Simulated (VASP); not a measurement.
Set up this calculation in VASP 6.6.1, as the native input.

* Task: single point
* Functional: PBE
* Dispersion: D3(BJ)
* Potentials or basis: VASP PAW PBE potentials, release 64 (Si, Cl)
* Cutoff: 400 eV
* k mesh: 9 × 9 × 1
* Occupations: gaussian, width 0.05 eV
* Spin: collinear spin
* Starting moments: [0.0, 0.0, 0.0, 0.0, 1.0] μB
* Dipole correction: yes
* Further INCAR settings: ALGO = Normal; EDIFF = 1e-06; NBANDS = 24; NELMDL = -8

The structure of Si4Cl lies in POSCAR:

```
Si4Cl
1.0
    3.8333442603      0.0000000000      0.0000000000
   -1.9166721302      3.3197735109      0.0000000000
    0.0000000000      0.0000000000     21.0083834853
Si Cl
4 1
Direct
    0.3333333333      0.6666666667      0.1904001801
    0.0000000000      0.0000000000      0.2276461739
    0.0000000000      0.0000000000      0.3452231042
    0.6666666667      0.3333333333      0.3764394101
    1.3333333333      0.6666666667      0.4954395226
```

These files were run (other wordings do the same):

INCAR

```
PREC = Accurate
ENCUT = 400
EDIFF = 1E-6
ISMEAR = 0
SIGMA = 0.05
LREAL = F
LASPH = T
NELM = 200
ALGO = Normal
ISIF = 2
LWAVE = F
LCHARG = F
ISPIN = 2
MAGMOM = 0 0 0 0 1
LORBIT = 11
LDIPOL = T
IDIPOL = 3
DIPOL = 0.5 0.5 0.327
GGA = PE
IVDW = 12
NBANDS = 24
GGA_COMPAT = F
NELMDL = -8
```

KPOINTS

```
regular mesh
0
Gamma
  9 9 1
```

Potentials or basis: VASP PAW PBE potentials, release 64 (Si, Cl).

Run with:

```bash
$ cat potpaw_PBE.64/Si/POTCAR potpaw_PBE.64/Cl/POTCAR > POTCAR
$ mpirun -np 1 vasp_std > vasp.out
```

Results of the run:

* Largest force: 1.517 eV/Å
* Band gap on the k mesh: zero (filled and empty bands overlap)
* Net moment: 1.00 μB per cell
* Site moments: Si +0.18, +0.01, +0.04 (each value once); Cl +0.22 μB
* Valence electrons inside the program's atomic spheres: Si 1.65, 1.66, 1.69, 1.60; Cl 4.96
* Dispersion energy per atom: -0.247 eV

It took 9.4 min on 1 thread of Intel Xeon 8259CL, with other jobs on the host, peak memory 0.43 GiB.
